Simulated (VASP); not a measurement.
# Hf (Im-3m) in VASP: a series of runs

Runs on Hf. Level: r2SCAN. Tasks: single point, relaxation of cell and atoms.

Everything below comes from runs of VASP 6.6.1. Logs are shortened: lines on timing, memory, paths and dates and some standing lists are left out, and cuts for length are marked.

**1. The cell of the first run**

It takes space group Im-3m (No. 229, cubic). Conventional cell: a = 3.610 Å, b = 3.610 Å, c = 3.610 Å, α = 90.00°, β = 90.00°, γ = 90.00°. Hf (site symmetry m-3m) has 14 Hf at 3.13 to 3.61 Å within 4.1 Å.

This isn't the form of Hf at room conditions, which is hcp.

**2. Single point, r2SCAN**

POSCAR

```
Hf
1.0
   -1.8050000000      1.8050000000      1.8050000000
    1.8050000000     -1.8050000000      1.8050000000
    1.8050000000      1.8050000000     -1.8050000000
Hf
1
Direct
    0.0000000000      0.0000000000      0.0000000000
```

INCAR.step1

```
SYSTEM = Hf
PREC = Accurate
ENCUT = 520
ISMEAR = 0
SIGMA = 0.1
LREAL = .False.
LASPH = .True.
NELM = 80
NBANDS = 11
GGA = PE
ALGO = Normal
EDIFF = 1E-4
LWAVE = .True.
LCHARG = .False.
```

INCAR.step2

```
SYSTEM = Hf
PREC = Accurate
ENCUT = 520
EDIFF = 1E-6
ISMEAR = 0
SIGMA = 0.1
LREAL = .False.
LASPH = .True.
NELM = 80
ALGO = Normal
ISIF = 2
LWAVE = .False.
LCHARG = .True.
METAGGA = R2SCAN
LMIXTAU = .True.
LELF = .True.
LVHAR = .True.
NBANDS = 11
ISTART = 1
```

KPOINTS

```
regular mesh
0
Gamma
  16 16 16
  0 0 0
```

Potentials or basis: VASP PAW PBE potentials, release 64 (Hf_pv).

Started as:

```console
$ cat potpaw_PBE.64/Hf_pv/POTCAR > POTCAR
$ cp INCAR.step1 INCAR
$ mpirun -np 1 vasp_std > vasp.out
$ cp INCAR.step2 INCAR
$ mpirun -np 1 vasp_std > vasp.out
```

OUTCAR:

```text
SYSTEM = Hf
   PREC = Accurate
   ENCUT = 520
   EDIFF = 1E-6
   ISMEAR = 0
   LREAL = .False.
   LASPH = .True.
   NELM = 80
   ISIF = 2
   METAGGA = R2SCAN
   ISTART = 1

 ion  position               nearest neighbor table
   1  0.000  0.000  0.000-

  LATTYP: Found a body centered cubic cell.
 ALAT       =     3.6100000000

  Lattice vectors:

 A1 = (  -1.8050000000,   1.8050000000,   1.8050000000)
 A2 = (   1.8050000000,  -1.8050000000,   1.8050000000)
 A3 = (   1.8050000000,   1.8050000000,  -1.8050000000)

Analysis of symmetry for initial positions (statically):
=====================================================================
 Subroutine PRICEL returns:
 Original cell was already a primitive cell.

 Routine SETGRP: Setting up the symmetry group for a
 body centered cubic supercell.

 Subroutine GETGRP returns: Found 48 space group operations
 (whereof 48 operations were pure point group operations)
 out of a pool of 48 trial point group operations.

The static configuration has the point symmetry O_h .

Analysis of symmetry for dynamics (positions and initial velocities):
=====================================================================
 Subroutine PRICEL returns:
 Original cell was already a primitive cell.

 Routine SETGRP: Setting up the symmetry group for a
 body centered cubic supercell.

 Subroutine GETGRP returns: Found 48 space group operations
 (whereof 48 operations were pure point group operations)
 out of a pool of 48 trial point group operations.

The dynamic configuration has the point symmetry O_h .

 Subroutine INISYM returns: Found 48 space group operations
 (whereof 48 operations are pure point group operations),
 and found     1 'primitive' translations

----------------------------------------------------------------------------------------

                                     Primitive cell

  volume of cell :      23.5229

  direct lattice vectors                    reciprocal lattice vectors
    -1.805000000  1.805000000  1.805000000     0.000000000  0.277008310  0.277008310
     1.805000000 -1.805000000  1.805000000     0.277008310  0.000000000  0.277008310
     1.805000000  1.805000000 -1.805000000     0.277008310  0.277008310  0.000000000

  length of vectors
     3.126351708  3.126351708  3.126351708     0.391748909  0.391748909  0.391748909

  position of ions in fractional coordinates (direct lattice)
     0.000000000  0.000000000  0.000000000
[... 81 lines left out ...]
   NFREE  =      0    steps in history (QN), initial steepest desc. (CG)
   ISIF   =      2    stress and relaxation
   ISYM   =      2    0-nonsym 1-usesym 2-fastsym
   POTIM  = 0.5000    time-step for ionic-motion
   TEBEG  =    0.0;   TEEND  =   0.0 temperature during run
   PSTRESS=    0.0 pullay stress
   NELECT =      10.0000    total number of electrons
   NUPDOWN=      -1.0000    fix difference up-down
   EMIN   =  10.00;   EMAX   =-10.00  energy-range for DOS
   EFERMI =   0.00;   METHOD = LEGACY
   ISMEAR =     0;   SIGMA  =   0.10  broadening in eV -4-tet -1-fermi 0-gaus
   EFERMI_NEDOS =   21; number of points for ismear=-14 and -15
   IALGO  =     38    algorithm
   IMIX   =      4    mixing-type and parameters
     AMIX     =   0.40;   BMIX     =  1.00
     AMIX_MAG =   1.60;   BMIX_MAG =  1.00
  volume/ion in A,a.u.               =      23.52       158.74
  Fermi-wavevector in a.u.,A,eV,Ry     =   1.230961  2.326179 20.616432  1.515265
  Thomas-Fermi vector in A             =   2.365789
   LORBIT       =      0    0 simple, 1 ext, 2 COOP (PROOUT), +10 PAW based schemes
   METAGGA = R2SCAN    functional components
   LHFCALC =     F    Hartree Fock is set to
   AEXX    =    0.0000 exact exchange contribution
   IVDW    =     0    specifies the selected vdW correction
   LEPSILON=     F    determine dielectric tensor
   LRPA    =     F    only Hartree local field effects (RPA)
 non-spin polarized calculation
 Gauss-broadening in eV      SIGMA  =   0.10
  energy-cutoff  :      520.00
  volume of cell :       23.52
 maximum number of plane-waves:       682
   NGX = 11   NGY = 11   NGZ = 11

 number of electron      10.0000001 magnetization

 Free energy of the ion-electron system (eV)
  ---------------------------------------------------
  ext. energy  EPLUGINS =         0.00000000
  ---------------------------------------------------
  free energy    TOTEN  =       -44.91674800 eV

  energy without entropy =      -44.90673976  energy(sigma->0) =      -44.91174388

 E-fermi :   4.1248     XC(G=0): -11.9188

 val. band max:        4.1039929313   @ k =   0.3750   0.1875   0.0000
 cond. band min:       4.1263379457   @ k =   0.2500   0.2500   0.0000
 fundamental gap:      0.0223450144
 Fermi energy:         4.1248177724

 k-point     1 :       0.0000    0.0000    0.0000
  band No.  band energies     occupation
      1     -27.0657      2.00000
      2     -27.0657      2.00000
      3     -27.0657      2.00000
      4      -3.0971      2.00000
      5       5.8474      0.00000
      6       5.8474      0.00000
      7       5.8474      0.00000
      8       8.5267      0.00000
      9       8.5267      0.00000
     10      16.0577      0.00000
     11      17.8288      0.00000
[... 309 lines left out ...]
 k-point    24 :       0.2500    0.1875    0.0000
  band No.  band energies     occupation
      1     -27.6208      2.00000
      2     -27.2936      2.00000
      3     -27.1255      2.00000
      4       0.8282      2.00000
      5       3.7230      2.00000
      6       4.2432      0.09407
      7       7.9623      0.00000
      8       9.2186      0.00000
      9      10.5276      0.00000
     10      15.1360      0.00000
     11      16.0599      0.00000

 [... further k-points ...]

------------------------ aborting loop because EDIFF is reached ----------------------------------------

  FORCE on cell =-STRESS in cart. coord.  units (eV):
  Direction    XX          YY          ZZ          XY          YZ          ZX
  --------------------------------------------------------------------------------------
  -------------------------------------------------------------------------------------
  Total       -0.8691215     -0.8691215     -0.8691215      0.0000000     -0.0000000      0.0000000
  in kB      -59.1969707    -59.1969707    -59.1969707      0.0000000     -0.0000000      0.0000000
  external PRESSURE =     -59.1969707 kB  Pullay stress =       0.0000000 kB

 VOLUME and BASIS-vectors are now :
 -----------------------------------------------------------------------------
  energy-cutoff  :      520.00
  volume of cell :       23.52
      direct lattice vectors                 reciprocal lattice vectors
    -1.805000000  1.805000000  1.805000000     0.000000000  0.277008310  0.277008310
     1.805000000 -1.805000000  1.805000000     0.277008310  0.000000000  0.277008310
     1.805000000  1.805000000 -1.805000000     0.277008310  0.277008310  0.000000000

 POSITION                                       TOTAL-FORCE (eV/Angst)
 -----------------------------------------------------------------------------------
      0.00000      0.00000      0.00000        -0.000000      0.000000     -0.000000
 -----------------------------------------------------------------------------------
    total drift:                                0.000000      0.000000      0.000000

  FREE ENERGIE OF THE ION-ELECTRON SYSTEM (eV)
  ---------------------------------------------------
  free  energy   TOTEN  =       -44.9167480011 eV

  energy  without entropy=      -44.9067397599  energy(sigma->0) =      -44.91174388
```

OUTCAR.step1:

```text
SYSTEM = Hf
   PREC = Accurate
   ENCUT = 520
   ISMEAR = 0
   LREAL = .False.
   LASPH = .True.
   NELM = 80
[... 552 lines left out ...]
 -----------------------------------------------------------------------------------
      0.00000      0.00000      0.00000        -0.000000      0.000000     -0.000000
 -----------------------------------------------------------------------------------
    total drift:                                0.000000      0.000000     -0.000000

  FREE ENERGIE OF THE ION-ELECTRON SYSTEM (eV)
  ---------------------------------------------------
  free  energy   TOTEN  =        -9.7259330767 eV

  energy  without entropy=       -9.7165261728  energy(sigma->0) =       -9.72122962
```

OSZICAR.step1:

```text
N       E                     dE             d eps       ncg     rms          rms(c)
DAV:   1     0.123989873235E+02    0.12399E+02   -0.56814E+03  3190   0.834E+02
DAV:   2    -0.966167339196E+01   -0.22061E+02   -0.21276E+02  4139   0.151E+02
DAV:   3    -0.101025729729E+02   -0.44090E+00   -0.43500E+00  4025   0.146E+01
DAV:   4    -0.101045514728E+02   -0.19785E-02   -0.19744E-02  3653   0.115E+00
DAV:   5    -0.101045643188E+02   -0.12846E-04   -0.12846E-04  4022   0.800E-02    0.440E+01
DAV:   6    -0.981876578131E+01    0.28580E+00   -0.24963E-01  3523   0.364E+00    0.253E+01
DAV:   7    -0.972998818317E+01    0.88778E-01   -0.33006E-01  3613   0.405E+00    0.106E+00
DAV:   8    -0.972593671163E+01    0.40515E-02   -0.22369E-02  3549   0.107E+00    0.185E-01
DAV:   9    -0.972593307670E+01    0.36349E-05   -0.29064E-04  3961   0.157E-01
   1 F= -.97259331E+01 E0= -.97212296E+01  d E =-.940690E-02
```

Wall time 2.6 min (1 thread of Intel Xeon 8259CL, shared host); peak memory 0.17 GiB.

What came out:

```yaml
Free_energy: -44.9167 eV
Pressure: -5.9 GPa
Band_gap_on_the_k_mesh: zero (bands 5 and 6 overlap by 2.42 eV)
```

Caveat: the cell stands under tension; the PAW data sets were made with another functional, which shifts forces and pressure a little; spin-orbit coupling is left out, which moves the levels of the heavy elements.

**3. Single point, r2SCAN (24.36 Å³/atom)**

This run uses another cell than the first one, of 24.36 Å³/atom.

POSCAR

```
Hf
1.0
   -1.8261000914      1.8261000914      1.8261000914
    1.8261000914     -1.8261000914      1.8261000914
    1.8261000914      1.8261000914     -1.8261000914
Hf
1
Direct
    0.0000000000      0.0000000000      0.0000000000
```

INCAR.step1

```
PREC = Accurate ; ENCUT = 520
ISMEAR = 0 ; SIGMA = 0.1
LREAL = F ; LASPH = T
NELM = 100 ; NBANDS = 11
GGA = PE ; ALGO = Normal
EDIFF = 1E-4 ; LWAVE = T
LCHARG = F
```

INCAR.step2

```
PREC = Accurate ; ENCUT = 520
EDIFF = 1E-6 ; ISMEAR = 0
SIGMA = 0.1 ; LREAL = F
LASPH = T ; NELM = 100
ALGO = Normal ; ISIF = 2
LWAVE = F ; LCHARG = F
METAGGA = R2SCAN ; LMIXTAU = T
NBANDS = 11 ; ISTART = 1
```

KPOINTS

```
regular mesh
0
Gamma
  16 16 16
```

Potentials or basis: VASP PAW PBE potentials, release 64 (Hf_pv).

Started as:

```console
$ cat potpaw_PBE.64/Hf_pv/POTCAR > POTCAR
$ cp INCAR.step1 INCAR
$ mpirun -np 1 vasp_std > vasp.out
$ cp INCAR.step2 INCAR
$ mpirun -np 1 vasp_std > vasp.out
```

Wall time 2.6 min (1 thread of Intel Xeon 8259CL, shared host); peak memory 0.17 GiB.

The run converged. Its results:

```yaml
Free_energy: -44.8784 eV
Pressure: -8.7 GPa
Band_gap_on_the_k_mesh: zero (bands 5 and 6 overlap by 2.37 eV)
```

Levels at points of the mesh, in eV from the Fermi level:
| k point | band 1 | band 2 | band 3 | band 4 | band 5 | band 6 | band 7 | band 8 | band 9 | band 10 |
| --- | --- | --- | --- | --- | --- | --- | --- | --- | --- | --- |
| (0.00, 0.00, 0.00) | -31.35 | -31.35 | -31.35 | -7.11 | 1.68 | 1.68 | 1.68 | 4.26 | 4.26 | 11.78 |
| (0.50, 0.00, 0.00) | -31.97 | -31.55 | -31.35 | -3.22 | -0.26 | 0.56 | 4.09 | 5.00 | 7.18 | 9.62 |
| (0.50, 0.50, 0.50) | -31.79 | -31.79 | -31.79 | -2.35 | -2.35 | 6.46 | 6.46 | 6.46 | 6.81 | 6.81 |

Caveat: the cell stands under tension; the PAW data sets were made with another functional, which shifts forces and pressure a little; spin-orbit coupling is left out, which moves the levels of the heavy elements.

(Continued in part 2 of 2.)

The gap in the log of VASP goes by the Fermi energy; the results here count the filled bands.